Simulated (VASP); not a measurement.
Input of a VASP 6.6.1 run:

Contents of POSCAR:

```
C
1.0
    0.0000000000      1.7714007132      1.7714007132
    1.7714007132      0.0000000000      1.7714007132
    1.7714007132      1.7714007132      0.0000000000
C
2
Direct
    0.7500000000      0.7500000000      0.7500000000
    0.5000000000      0.5000000000      0.5000000000
```

Contents of INCAR.step1:

```
SYSTEM = C
PREC = Accurate
ENCUT = 910
ISMEAR = -1
SIGMA = 0.05
LREAL = .False.
LASPH = .True.
NELM = 120
NBANDS = 11
GGA = PE
ALGO = Normal
EDIFF = 1E-5
LWAVE = .True.
LCHARG = .False.
GGA_COMPAT = .False.
```

Contents of INCAR.step2:

```
SYSTEM = C
PREC = Accurate
ENCUT = 910
EDIFF = 1E-6
ISMEAR = -1
SIGMA = 0.05
LREAL = .False.
LASPH = .True.
NELM = 120
ALGO = Normal
ISIF = 2
LWAVE = .False.
LCHARG = .True.
METAGGA = R2SCAN
LMIXTAU = .True.
LELF = .True.
LVHAR = .True.
NBANDS = 11
ISTART = 1
GGA_COMPAT = .False.
```

File KPOINTS:

```
Automatic mesh
0
Gamma
  13 13 13
  0 0 0
```

Potentials or basis: VASP PAW PBE potentials, release 64 (C_h).

Launch:

```console
$ cat potpaw_PBE.64/C_h/POTCAR > POTCAR
$ cp INCAR.step1 INCAR
$ mpirun -np 1 vasp_std > vasp.out
$ cp INCAR.step2 INCAR
$ mpirun -np 1 vasp_std > vasp.out
```

(1) Estimate the pressure.

(2) What does it give for the band gap on the k mesh?

Answers

(1) 6.0 GPa.

(2) 4.41 eV, indirect (least direct gap 5.94 eV).

Caveat: the cutoff is under 1.25 times the usual one of these potentials, so pressure, stress and relaxed cells hold a basis-set (Pulay) error; the PAW data sets were made with another functional, which shifts forces and pressure a little.
